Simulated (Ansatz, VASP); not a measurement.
## Two plane-wave programs on Si

```
Si
1.0
     0.00000    2.72212    2.72212
     2.72212    0.00000    2.72212
     2.72212    2.72212    0.00000
Si
2
Direct
  0.00000 0.00000 0.00000
  0.25000 0.25000 0.25000
```

Alike in both runs: task single point; functional r2SCAN; k mesh 6 × 6 × 6; no spin polarisation.

|  | VASP | Ansatz |
| --- | --- | --- |
| version | VASP 6.6.1 | Ansatz 0.2.0 |
| potentials or method | VASP PAW PBE potentials, release 64 (Si) | plane waves, PAW |
| plane-wave cutoff (eV) | 520 | 500 |
| occupations | gaussian, width 0.01 eV | fixed |
| valence electrons in the cell | 8 | 8 |

VASP gave:

* gap on the k mesh at the Fermi level (eV): 0.93

Task: What did Ansatz give for the same quantities?

Result: gap on the k mesh at the Fermi level (eV): 0.92.

VASP's potentials were made for PBE, not for r2SCAN.
